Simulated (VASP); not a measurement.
A run of VASP 6.6.1:

Contents of INCAR:

```
PREC = Accurate ; ENCUT = 600
EDIFF = 1E-6 ; ISMEAR = -1
SIGMA = 0.1 ; LREAL = False
LASPH = True ; NELM = 100
ALGO = Normal ; ISIF = 3
LWAVE = False ; LCHARG = False
GGA = PS ; IBRION = 2
NSW = 100 ; EDIFFG = -0.002
PSTRESS = 40.0
```

KPOINTS

```
Automatic mesh
0
Gamma
  14 14 14
```

Contents of POSCAR:

```
ScCu
1.0
    3.2100095799      0.0000000000      0.0000000000
    0.0000000000      3.2100095799      0.0000000000
    0.0000000000      0.0000000000      3.2100095799
Sc Cu
1 1
Direct
    0.5000000000      0.5000000000      0.5000000000
    0.0000000000      0.0000000000      0.0000000000
```

Potentials or basis: VASP PAW PBE potentials, release 64 (Sc_sv, Cu).

Run with:

```sh
$ cat potpaw_PBE.64/Sc_sv/POTCAR potpaw_PBE.64/Cu/POTCAR > POTCAR
$ mpirun -np 1 vasp_std > vasp.out
```

Hardware: 1 thread of Intel(R) Xeon(R) 6975P-C (Granite Rapids), on a shared host.

Task: How long does it take, and how much memory?

Result: Wall time 2 min on 1 thread of Intel(R) Xeon(R) 6975P-C (Granite Rapids) (shared host), peak memory 0.23 GiB. Counts: scf iterations 52, k points 120, ion steps 8.
